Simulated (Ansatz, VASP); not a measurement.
# Ga: VASP beside Ansatz

```
CELL_PARAMETERS angstrom
2.97017 0.00000 0.00000
-1.48508 2.57224 0.00000
0.00000 0.00000 9.93948
ATOMIC_POSITIONS crystal
Ga 0.00000 0.00000 0.00000
Ga 0.33333 0.66667 0.25000
Ga 0.00000 0.00000 0.50000
Ga 0.66667 0.33333 0.75000
```

Alike in both runs: functional PBE; k mesh 18 × 18 × 6; occupations gaussian, width 0.1 eV; no spin polarisation.

Ansatz relaxed the structure, and its values are those at the end. VASP's run is a single point on that final structure, the one shown.

|  | VASP | Ansatz |
| --- | --- | --- |
| version | VASP 6.6.1 | Ansatz 0.2.0 |
| potentials or method | VASP PAW PBE potentials, release 64 (Ga_d), cutoff 500 eV | scalar-relativistic, plane waves, PAW |
| valence electrons in the cell | 52 | 52 |

```tsv
	VASP	Ansatz	Ansatz less VASP
gap on the k mesh at the Fermi level (eV)	none	none	-
pressure (GPa)	0.0	0.0	-0.01
```

A gap of «none» marks a metal or a gap that the smearing closes.
